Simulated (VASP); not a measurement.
Write the native input for VASP 6.6.1 that does the following.

```
Task                   : single point
Functional             : r2SCAN
Potentials or basis    : VASP PAW PBE potentials, release 64 (Si, Ge_d)
Cutoff                 : 520 eV
k mesh                 : 12 × 12 × 4
Occupations            : gaussian, width 0.05 eV
Spin                   : no spin polarisation
Dipole correction      : no
Further INCAR settings : ALGO = Normal; EDIFF = 1e-07; NBANDS = 26
```

SiGe:

```xyz
4
Lattice="3.9044 0.0000 0.0000 -1.9522 3.3813 0.0000 0.0000 0.0000 6.4537" Properties=species:S:1:pos:R:3 pbc="T T T"
Si    1.9522    1.1271    5.6435
Si    0.0000    2.2542    2.4167
Ge    1.9522    1.1271    3.0053
Ge    0.0000    2.2542   -0.2216
```

This cell differs from its parent crystal: all Ge atoms moved -0.225 Å, as atom 3 along Cartesian [0 0 1].

One way to write it, as run:

POSCAR

```
SiGe
1.0
    3.9043776430      0.0000000000      0.0000000000
   -1.9521888215      3.3812902248      0.0000000000
    0.0000000000      0.0000000000      6.4536796672
Si Ge
2 2
Direct
    0.6666666667      0.3333333333      0.8744661518
    0.3333333333      0.6666666667      0.3744661518
    0.6666666667      0.3333333333      0.4656690168
    0.3333333333      0.6666666667     -0.0343309832
```

INCAR.step1

```
ALGO = Normal
EDIFF = 1E-4
ENCUT = 520
GGA = PE
ISMEAR = 0
LASPH = T
LCHARG = F
LREAL = F
LWAVE = T
NBANDS = 26
NELM = 100
PREC = Accurate
SIGMA = 0.05
```

INCAR.step2

```
ALGO = Normal
EDIFF = 1E-7
ENCUT = 520
ISIF = 2
ISMEAR = 0
ISTART = 1
LASPH = T
LCHARG = F
LMIXTAU = T
LREAL = F
LWAVE = F
METAGGA = R2SCAN
NBANDS = 26
NELM = 100
PREC = Accurate
SIGMA = 0.05
```

KPOINTS

```
k-points
0
Gamma
  12 12 4
```

Potentials or basis: VASP PAW PBE potentials, release 64 (Si, Ge_d).

Launch:

```bash
$ cat potpaw_PBE.64/Si/POTCAR potpaw_PBE.64/Ge_d/POTCAR > POTCAR
$ cp INCAR.step1 INCAR
$ mpirun -np 1 vasp_std > vasp.out
$ cp INCAR.step2 INCAR
$ mpirun -np 1 vasp_std > vasp.out
```

Results of the run:

```json
{"Pressure": "1.3 GPa", "Largest force": "1.897 eV/Å", "Band gap on the k mesh": "zero (bands 18 and 19 overlap by 0.41 eV)"}
```

Caveat: the cell differs from its parent crystal (all Ge atoms moved -0.225 Å, as atom 3 along Cartesian [0 0 1]); semilocal functionals underestimate gaps, so a narrow gap can read as zero; the PAW data sets were made with another functional, which shifts forces and pressure a little.

Wall time 4.2 min on 1 thread of AMD EPYC 9R45 96-Core Processor (Zen 5) (shared host), peak memory 0.24 GiB.
